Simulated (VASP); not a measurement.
CdF2, 3 atoms in the cell. It takes space group I4/mmm (No. 139, tetragonal). The conventional cell has a = 3.947 Å, b = 3.947 Å, c = 5.810 Å, α = 90.00°, β = 90.00°, γ = 90.00°. Cd (site symmetry 4/mmm) has 8 F at 2.45 Å within 3.2 Å. Within 3.2 Å of F (site symmetry -4m2) lie 4 Cd at 2.45 Å and 6 F at 2.79 to 2.91 Å.  This cell differs from its parent crystal: volume 15.088 Å^3 an atom, c/a of the conventional cell 1.0409.

| Item | Value |
| --- | --- |
| Program | VASP 6.6.1 |
| Task | single point |
| Functional | PBEsol |
| Potentials or basis | VASP PAW PBE potentials, release 64 (Cd, F) |
| Cutoff | 520 eV |
| k mesh | 8 × 8 × 8 |
| Occupations | gaussian, width 0.05 eV |
| Spin | no spin polarisation |
| Dipole correction | no |
| Further INCAR settings | ALGO = Normal; EDIFF = 1e-06; NBANDS = 20 |

Potentials or basis: VASP PAW PBE potentials, release 64 (Cd, F).

The run is started by

```bash
$ cat potpaw_PBE.64/Cd/POTCAR potpaw_PBE.64/F/POTCAR > POTCAR
$ mpirun -np 1 vasp_std > vasp.out
```

Hardware: 1 thread of Intel Xeon 8259CL (shared host).

**Question.** Estimate the wall time of this run.

**Answer.** Run time: 98 s on 1 thread of Intel Xeon 8259CL, with other jobs on the host, peak memory 0.2 GiB. Counts: scf iterations 14, k points 59.
